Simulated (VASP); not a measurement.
# PbF2 (Immm) in VASP: a series of runs

Runs on PbF2. Level: LDA. Tasks: single point.

Everything below comes from runs of VASP 6.6.1. Logs are shortened: lines on timing, memory, paths and dates and some standing lists are left out, and cuts for length are marked.

### 1 The cell of the first run

The structure is orthorhombic, space group Immm (No. 71). The conventional cell has a = 4.121 Å, b = 4.279 Å, c = 5.940 Å, α = 90.00°, β = 90.00°, γ = 90.00°. Within 3.4 Å of Pb (site symmetry mmm) lie 8 F at 2.54 to 2.60 Å. Within 3.4 Å of F (site symmetry mm2) lie 4 Pb at 2.54 to 2.60 Å and 6 F at 2.97 Å.

### 2 Single point, LDA (strain +0.0375 x Voigt [0, 0, 0, 1, 0, 0])

Contents of INCAR:

```
  PREC = Accurate
  ENCUT = 520
  EDIFF = 1E-6
  ISMEAR = 0
  SIGMA = 0.05
  LREAL = False
  LASPH = True
  NELM = 100
  ALGO = Normal
  ISIF = 2
  LWAVE = False
  LCHARG = False
  NBANDS = 21
```

Contents of KPOINTS:

```
Automatic mesh
0
Gamma
  8 8 8
```

Contents of POSCAR:

```
PbF2
1.0
    0.0000000000      3.0255346875      3.0255346875
    2.9698500000      0.0556846875      2.9698500000
    2.9698500000      2.9698500000      0.0556846875
Pb F
1 2
Direct
    0.0000000000      0.0000000000      0.0000000000
    0.2500000000      0.2500000000      0.2500000000
    0.7500000000      0.7500000000      0.7500000000
```

Potentials or basis: VASP PAW LDA potentials, release 64 (Pb_d, F).

Command:

```bash
$ cat potpaw_LDA.64/Pb_d/POTCAR potpaw_LDA.64/F/POTCAR > POTCAR
$ mpirun -np 1 vasp_std > vasp.out
```

OUTCAR:

```text
PREC = Accurate
   ENCUT = 520
   EDIFF = 1E-6
   ISMEAR = 0
   LREAL = False
   LASPH = True
   NELM = 100
   ISIF = 2

 ion  position               nearest neighbor table
   1  0.000  0.000  0.000-   3 2.54   3 2.54   2 2.54   2 2.54   3 2.60   3 2.60   2 2.60   2 2.60

   2  0.250  0.250  0.250-   1 2.54   1 2.54   1 2.60   1 2.60
   3  0.750  0.750  0.750-   1 2.54   1 2.54   1 2.60   1 2.60

  LATTYP: Found a body centered orthorhombic cell.
 ALAT       =     4.1212521079
 B/A-ratio  =     1.0382165605
 C/A-ratio  =     1.4412367515

  Lattice vectors:

 A1 = (  -2.9698500000,   2.9698500000,   0.0556846875)
 A2 = (  -2.9698500000,  -2.9698500000,  -0.0556846875)
 A3 = (   2.9698500000,   0.0556846875,   2.9698500000)

Analysis of symmetry for initial positions (statically):
=====================================================================
 Subroutine PRICEL returns:
 Original cell was already a primitive cell.

 Routine SETGRP: Setting up the symmetry group for a
 body centered orthorhombic supercell.

 Subroutine GETGRP returns: Found  8 space group operations
 (whereof  8 operations were pure point group operations)
 out of a pool of  8 trial point group operations.

The static configuration has the point symmetry D_2h.

Analysis of symmetry for dynamics (positions and initial velocities):
=====================================================================
 Subroutine PRICEL returns:
 Original cell was already a primitive cell.

 Routine SETGRP: Setting up the symmetry group for a
 body centered orthorhombic supercell.

 Subroutine GETGRP returns: Found  8 space group operations
 (whereof  8 operations were pure point group operations)
 out of a pool of  8 trial point group operations.

The dynamic configuration has the point symmetry D_2h.

 Subroutine INISYM returns: Found  8 space group operations
 (whereof  8 operations are pure point group operations),
 and found     1 'primitive' translations

----------------------------------------------------------------------------------------

                                     Primitive cell

  volume of cell :      52.3698

  direct lattice vectors                    reciprocal lattice vectors
     0.000000000  3.025534687  3.025534687    -0.168358671  0.165260045  0.165260045
     2.969850000  0.055684688  2.969850000     0.168358671 -0.171575716  0.171575716
     2.969850000  2.969850000  0.055684688     0.168358671  0.171575716 -0.171575716

  length of vectors
     4.278752188  4.200371273  4.200371273     0.288038899  0.295332177  0.295332177

  position of ions in fractional coordinates (direct lattice)
     0.000000000  0.000000000  0.000000000
     0.250000000  0.250000000  0.250000000
     0.750000000  0.750000000  0.750000000

  ion indices of the primitive-cell ions
   primitive index   ion index
                 1           1
                 2           2
                 3           3

----------------------------------------------------------------------------------------

 KPOINTS: Automatic mesh

Automatic generation of k-mesh.
 Grid dimensions read from file:
 generate k-points for:    8    8    8

 Generating k-lattice:

  Cartesian coordinates                     Fractional coordinates (reciprocal lattice)
    -0.021044834  0.020657506  0.020657506     0.125000000 -0.000000000 -0.000000000
     0.021044834 -0.021446964  0.021446964     0.000000000  0.125000000 -0.000000000
     0.021044834  0.021446964 -0.021446964     0.000000000 -0.000000000  0.125000000

  Length of vectors
     0.036004862  0.036916522  0.036916522

  Shift w.r.t. Gamma in fractional coordinates (k-lattice)
     0.000000000  0.000000000  0.000000000

 Subroutine IBZKPT returns following result:
 ===========================================

 Found     95 irreducible k-points:

 Following reciprocal coordinates:
            Coordinates               Weight
  0.000000  0.000000  0.000000      1.000000
  0.125000  0.000000  0.000000      4.000000
  0.250000  0.000000  0.000000      4.000000
  0.375000  0.000000 -0.000000      4.000000
  0.500000  0.000000  0.000000      2.000000
  0.000000  0.125000  0.000000      4.000000
[... 16 lines left out ...]
  0.125000  0.375000 -0.000000      8.000000
  0.250000  0.375000 -0.000000      8.000000
 [... further k-points ...]
   k-points           NKPTS =     95   k-points in BZ     NKDIM =     95   number of bands    NBANDS=     21
   number of dos      NEDOS =    301   number of ions     NIONS =      3
   total plane-waves  NPLWV =  32768
   dimension x,y,z NGX =    32 NGY =   32 NGZ =   32
   dimension x,y,z NGXF=    64 NGYF=   64 NGZF=   64
   ions per type =               1   2
   NGX,Y,Z   is equivalent  to a cutoff of  12.43, 12.67, 12.67 a.u.
   NGXF,Y,Z  is equivalent  to a cutoff of  24.87, 25.33, 25.33 a.u.
 SYSTEM =  unknown system
   PREC   = accura    normal or accurate (medium, high low for compatibility)
   ISTART =      0    job   : 0-new  1-cont  2-samecut
   ICHARG =      2    charge: 1-file 2-atom 10-const
   ISPIN  =      1    spin polarized calculation?
   LNONCOLLINEAR =      F non collinear calculations
   LSORBIT =      F    spin-orbit coupling
   LASPH  =      T    aspherical Exc in radial PAW
   ENCUT  =  520.0 eV  38.22 Ry    6.18 a.u.   7.96  7.81  7.81*2*pi/ulx,y,z
   NELM   =    100;   NELMIN=  2; NELMDL= -5     # of ELM steps
   EDIFF  = 0.1E-05   stopping-criterion for ELM
   LREAL  =      F    real-space projection
   EDIFFG = 0.1E-04   stopping-criterion for IOM
   NSW    =      0    number of steps for IOM
   IBRION =     -1    ionic relax: 0-MD 1-quasi-New 2-CG
   NFREE  =      0    steps in history (QN), initial steepest desc. (CG)
   ISIF   =      2    stress and relaxation
   ISYM   =      2    0-nonsym 1-usesym 2-fastsym
   POTIM  = 0.5000    time-step for ionic-motion
   TEBEG  =    0.0;   TEEND  =   0.0 temperature during run
   PSTRESS=    0.0 pullay stress
   NELECT =      28.0000    total number of electrons
   NUPDOWN=      -1.0000    fix difference up-down
   EMIN   =  10.00;   EMAX   =-10.00  energy-range for DOS
   EFERMI =   0.00;   METHOD = LEGACY
   ISMEAR =     0;   SIGMA  =   0.05  broadening in eV -4-tet -1-fermi 0-gaus
   EFERMI_NEDOS =   21; number of points for ismear=-14 and -15
   IALGO  =     38    algorithm
   IMIX   =      4    mixing-type and parameters
     AMIX     =   0.40;   BMIX     =  1.00
     AMIX_MAG =   1.60;   BMIX_MAG =  1.00
  volume/ion in A,a.u.               =      17.46       117.80
  Fermi-wavevector in a.u.,A,eV,Ry     =   1.328721  2.510919 24.021090  1.765500
  Thomas-Fermi vector in A             =   2.457938
   LORBIT       =      0    0 simple, 1 ext, 2 COOP (PROOUT), +10 PAW based schemes
   GGA     = CA    functional components
   LHFCALC =     F    Hartree Fock is set to
   AEXX    =    0.0000 exact exchange contribution
   IVDW    =     0    specifies the selected vdW correction
   LEPSILON=     F    determine dielectric tensor
   LRPA    =     F    only Hartree local field effects (RPA)
 non-spin polarized calculation
 Gauss-broadening in eV      SIGMA  =   0.05
  energy-cutoff  :      520.00
  volume of cell :       52.37
 maximum number of plane-waves:      1424
   NGX = 15   NGY = 15   NGZ = 15

 number of electron      28.0000008 magnetization

 Free energy of the ion-electron system (eV)
  ---------------------------------------------------
  ext. energy  EPLUGINS =         0.00000000
  ---------------------------------------------------
  free energy    TOTEN  =       -15.90058656 eV

  energy without entropy =      -15.90058656  energy(sigma->0) =      -15.90058656

 E-fermi :   1.7082     XC(G=0): -10.0350

 val. band max:        1.4510131598   @ k =   0.0000   0.5000   0.0000
 cond. band min:       5.6526355170   @ k =   0.5000   0.5000   0.0000
 fundamental gap:      4.2016223572
 Fermi energy:         1.7082107938

 k-point     1 :       0.0000    0.0000    0.0000
  band No.  band energies     occupation
      1     -19.2303      2.00000
      2     -18.5694      2.00000
      3     -12.8998      2.00000
      4     -12.8970      2.00000
      5     -12.8934      2.00000
      6     -12.8264      2.00000
[... 13 lines left out ...]
     20      16.2645      0.00000
     21      18.2513      0.00000

 k-point     2 :       0.1250    0.0000    0.0000
  band No.  band energies     occupation
      1     -19.1992      2.00000
      2     -18.5981      2.00000
      3     -12.8922      2.00000
      4     -12.8872      2.00000
      5     -12.8664      2.00000
      6     -12.8267      2.00000
[... 13 lines left out ...]
     20      15.9253      0.00000
     21      17.8626      0.00000

 k-point     3 :       0.2500    0.0000    0.0000
  band No.  band energies     occupation
      1     -19.1169      2.00000
      2     -18.6725      2.00000
      3     -12.8812      2.00000
      4     -12.8766      2.00000
      5     -12.8245      2.00000
      6     -12.8207      2.00000
[... 13 lines left out ...]
     20      15.4423      0.00000
     21      16.7035      0.00000

 k-point     4 :       0.3750    0.0000   -0.0000
  band No.  band energies     occupation
      1     -19.0105      2.00000
      2     -18.7691      2.00000
      3     -12.8763      2.00000
      4     -12.8728      2.00000
      5     -12.8161      2.00000
      6     -12.8082      2.00000
[... 13 lines left out ...]
     20      15.1679      0.00000
     21      15.7371      0.00000

 k-point     5 :       0.5000    0.0000    0.0000
  band No.  band energies     occupation
      1     -18.9314      2.00000
      2     -18.8434      2.00000
      3     -12.8760      2.00000
      4     -12.8729      2.00000
      5     -12.8109      2.00000
      6     -12.8015      2.00000
[... 13 lines left out ...]
     20      15.0921      0.00000
     21      15.3688      0.00000
[... 382 lines left out ...]
     20      15.6335      0.00000
     21      17.3987      0.00000

 k-point    22 :       0.0000    0.3750   -0.0000
  band No.  band energies     occupation
      1     -19.0015      2.00000
      2     -18.7735      2.00000
      3     -12.8774      2.00000
      4     -12.8751      2.00000
      5     -12.8114      2.00000
      6     -12.8012      2.00000
[... 13 lines left out ...]
     20      14.9915      0.00000
     21      15.7994      0.00000

 k-point    23 :       0.1250    0.3750   -0.0000
  band No.  band energies     occupation
      1     -19.0212      2.00000
      2     -18.7542      2.00000
      3     -12.8666      2.00000
      4     -12.8661      2.00000
      5     -12.8214      2.00000
      6     -12.8006      2.00000
[... 13 lines left out ...]
     20      15.8822      0.00000
     21      16.7322      0.00000

 k-point    24 :       0.2500    0.3750   -0.0000
  band No.  band energies     occupation
      1     -19.0099      2.00000
      2     -18.7600      2.00000
      3     -12.8554      2.00000
      4     -12.8439      2.00000
      5     -12.8277      2.00000
      6     -12.8000      2.00000
[... 13 lines left out ...]
     20      16.5373      0.00000
     21      17.7263      0.00000

 [... further k-points ...]
[... 5 lines left out ...]
  --------------------------------------------------------------------------------------
  -------------------------------------------------------------------------------------
  Total       -1.5717372     -1.5721982     -1.5721982     -0.0000000     -0.3461769     -0.0000000
  in kB      -48.0850078    -48.0991109    -48.0991109     -0.0000000    -10.5907763     -0.0000000
  external PRESSURE =     -48.0944099 kB  Pullay stress =       0.0000000 kB

 VOLUME and BASIS-vectors are now :
 -----------------------------------------------------------------------------
  energy-cutoff  :      520.00
  volume of cell :       52.37
      direct lattice vectors                 reciprocal lattice vectors
     0.000000000  3.025534687  3.025534687    -0.168358671  0.165260045  0.165260045
     2.969850000  0.055684688  2.969850000     0.168358671 -0.171575716  0.171575716
     2.969850000  2.969850000  0.055684688     0.168358671  0.171575716 -0.171575716

 POSITION                                       TOTAL-FORCE (eV/Angst)
 -----------------------------------------------------------------------------------
      0.00000      0.00000      0.00000        -0.000000     -0.000000      0.000000
      1.48493      1.51277      1.51277        -0.071519      0.000000     -0.000000
      4.45477      4.53830      4.53830         0.071519      0.000000      0.000000
 -----------------------------------------------------------------------------------
    total drift:                                0.000000     -0.000000      0.000000

  FREE ENERGIE OF THE ION-ELECTRON SYSTEM (eV)
  ---------------------------------------------------
  free  energy   TOTEN  =       -15.9005865600 eV

  energy  without entropy=      -15.9005865600  energy(sigma->0) =      -15.90058656
```

Wall time 1.7 min (1 thread of Intel Xeon 8259CL, shared host); peak memory 0.22 GiB.

What came out:

| Property | Result |
| --- | --- |
| Free energy | -15.9006 eV |
| Pressure | -4.8 GPa |
| Largest force | 0.072 eV/Å |
| Band gap on the k mesh | 4.20 eV (least direct gap 4.37 eV) |

Forces on the atoms (eV/Å):
```
Pb   0.000  0.000  0.000
F   -0.072  0.000  0.000
F    0.072  0.000  0.000
```

Stress tensor (GPa, compression positive):
```
-4.81  0.00  0.00
 0.00 -4.81 -1.06
 0.00 -1.06 -4.81
```

Caveat: the cell differs from its parent crystal (strain +0.0375 x Voigt [0, 0, 0, 1, 0, 0]); the cell stands under tension; spin-orbit coupling is left out, which moves the levels of the heavy elements.

### 3 Single point, LDA (strain +0.0225 x Voigt [0, 0, 0, 1, 0, 0])

INCAR: that of step 2 with these lines changed.

```diff
@@ -11,3 +11,5 @@
   LWAVE = False
-  LCHARG = False
+  LCHARG = True
+  LELF = True
+  LVHAR = True
   NBANDS = 21
```

Contents of KPOINTS:

```
regular mesh
0
Gamma
  8 8 8
```

Contents of POSCAR:

```
PbF2
1.0
    0.0000000000      3.0032608125      3.0032608125
    2.9698500000      0.0334108125      2.9698500000
    2.9698500000      2.9698500000      0.0334108125
Pb F
1 2
Direct
    0.0000000000      0.0000000000      0.0000000000
    0.2500000000      0.2500000000      0.2500000000
    0.7500000000      0.7500000000      0.7500000000
```

Potentials or basis: VASP PAW LDA potentials, release 64 (Pb_d, F).

Command:

```bash
$ cat potpaw_LDA.64/Pb_d/POTCAR potpaw_LDA.64/F/POTCAR > POTCAR
$ mpirun -np 1 vasp_std > vasp.out
```

It took 2 min on 1 thread of Intel Xeon 8259CL, shared host; peak memory 0.22 GiB.

The run converged. Its results:

- Free energy: -15.9044 eV
- Pressure: -4.9 GPa
- Largest force: 0.043 eV/Å
- Band gap on the k mesh: 4.22 eV (least direct gap 4.37 eV)

Forces on the atoms (eV/Å):
```
Pb   0.000  0.000  0.000
F   -0.043  0.000  0.000
F    0.043  0.000  0.000
```

Stress tensor (GPa, compression positive):
```
-4.89  0.00  0.00
 0.00 -4.89 -0.63
 0.00 -0.63 -4.89
```

Levels at points of the mesh, in eV from the valence-band top:
| k point | band 11 | band 12 | band 13 | band 14 | band 15 | band 16 | band 17 | band 18 |
| --- | --- | --- | --- | --- | --- | --- | --- | --- |
| (0.00, 0.00, 0.00) | -2.45 | -2.01 | -1.97 | -1.93 | 6.41 | 6.57 | 6.72 | 10.24 |
| (0.50, 0.00, 0.00) | -2.66 | -2.14 | -2.13 | -0.04 | 4.76 | 7.43 | 7.60 | 12.83 |
| (0.00, 0.50, 0.00) | -2.67 | -2.14 | -2.14 | 0.00 | 4.88 | 7.36 | 7.53 | 12.79 |
| (0.50, 0.50, 0.00) | -1.54 | -1.53 | -1.53 | -0.16 | 4.22 | 7.71 | 7.72 | 8.55 |
| (0.00, 0.50, 0.50) | -1.55 | -1.53 | -1.52 | -0.16 | 4.22 | 7.58 | 7.85 | 8.55 |

Caveat: the cell differs from its parent crystal (strain +0.0225 x Voigt [0, 0, 0, 1, 0, 0]); the cell stands under tension; spin-orbit coupling is left out, which moves the levels of the heavy elements.

### 4 Single point, LDA (strain +0.0075 x Voigt [0, 0, 0, 1, 0, 0])

Contents of INCAR:

```
SYSTEM = PbF2
ALGO = Normal
EDIFF = 1E-7
ENCUT = 520
GGA = CA
ISIF = 2
ISMEAR = 0
LASPH = .TRUE.
LCHARG = .FALSE.
LREAL = .FALSE.
LWAVE = .FALSE.
NBANDS = 21
NELM = 80
PREC = Accurate
SIGMA = 0.05
```

Contents of KPOINTS:

```
k-points
0
G
  8 8 8
  0 0 0
```

Contents of POSCAR:

```
PbF2
1.0
    0.0000000000      2.9809869375      2.9809869375
    2.9698500000      0.0111369375      2.9698500000
    2.9698500000      2.9698500000      0.0111369375
Pb F
1 2
Direct
    0.0000000000      0.0000000000      0.0000000000
    0.2500000000      0.2500000000      0.2500000000
    0.7500000000      0.7500000000      0.7500000000
```

Command:

```bash
$ cat potpaw_LDA.64/Pb_d/POTCAR potpaw_LDA.64/F/POTCAR > POTCAR
$ mpirun -np 1 vasp_std > vasp.out
```

Run time: 1.8 min. Hardware: 1 thread of Intel Xeon 8259CL, shared host; peak memory 0.22 GiB.

Results (log left out):

| Property | Result |
| --- | --- |
| Free energy | -15.9063 eV |
| Pressure | -4.9 GPa |
| Largest force | 0.014 eV/Å |
| Band gap on the k mesh | 4.22 eV (least direct gap 4.38 eV) |

Forces on the atoms (eV/Å):
```
Pb   0.000  0.000  0.000
F   -0.014  0.000  0.000
F    0.014  0.000  0.000
```

Stress tensor (GPa, compression positive):
```
-4.93  0.00  0.00
 0.00 -4.93 -0.21
 0.00 -0.21 -4.93
```

Levels at points of the mesh, in eV from the valence-band top:
| k point | band 11 | band 12 | band 13 | band 14 | band 15 | band 16 | band 17 | band 18 |
| --- | --- | --- | --- | --- | --- | --- | --- | --- |
| (0.00, 0.00, 0.00) | -2.46 | -1.97 | -1.96 | -1.95 | 6.52 | 6.57 | 6.62 | 10.24 |
| (0.50, 0.00, 0.00) | -2.67 | -2.13 | -2.13 | -0.03 | 4.80 | 7.46 | 7.52 | 12.82 |
| (0.00, 0.50, 0.00) | -2.68 | -2.13 | -2.13 | -0.01 | 4.84 | 7.44 | 7.50 | 12.80 |
| (0.50, 0.50, 0.00) | -1.53 | -1.53 | -1.53 | -0.16 | 4.22 | 7.72 | 7.72 | 8.56 |
| (0.00, 0.50, 0.50) | -1.53 | -1.53 | -1.52 | -0.16 | 4.22 | 7.67 | 7.76 | 8.55 |

Caveat: the cell differs from its parent crystal (strain +0.0075 x Voigt [0, 0, 0, 1, 0, 0]); the cell stands under tension; spin-orbit coupling is left out, which moves the levels of the heavy elements. A k mesh can miss the band edges.

### 5 The runs side by side

```csv
cell,gap on the mesh (eV),pressure (GPa),largest force (eV/Å)
"a = 4.279, b = 4.200, c = 4.200 Å, angles 58.8, 59.4, 59.4°, 3 atoms",4.20,-4.8,0.07
"a = 4.247, b = 4.200, c = 4.200 Å, angles 59.3, 59.6, 59.6°, 3 atoms",4.22,-4.9,0.04
"a = 4.216, b = 4.200, c = 4.200 Å, angles 59.8, 59.9, 59.9°, 3 atoms",4.22,-4.9,0.01
```

Alike in all rows: task single point; level LDA; potentials or basis VASP PAW LDA potentials, release 64 (Pb_d, F); no spin polarisation; k mesh 8 × 8 × 8; cutoff (eV) 520; smearing gaussian 0.05 eV.

Caveats: the cell stands under tension; spin-orbit coupling is left out, which moves the levels of the heavy elements.

Total energies depend on the potentials used, so only differences within one code and one set of settings carry meaning.
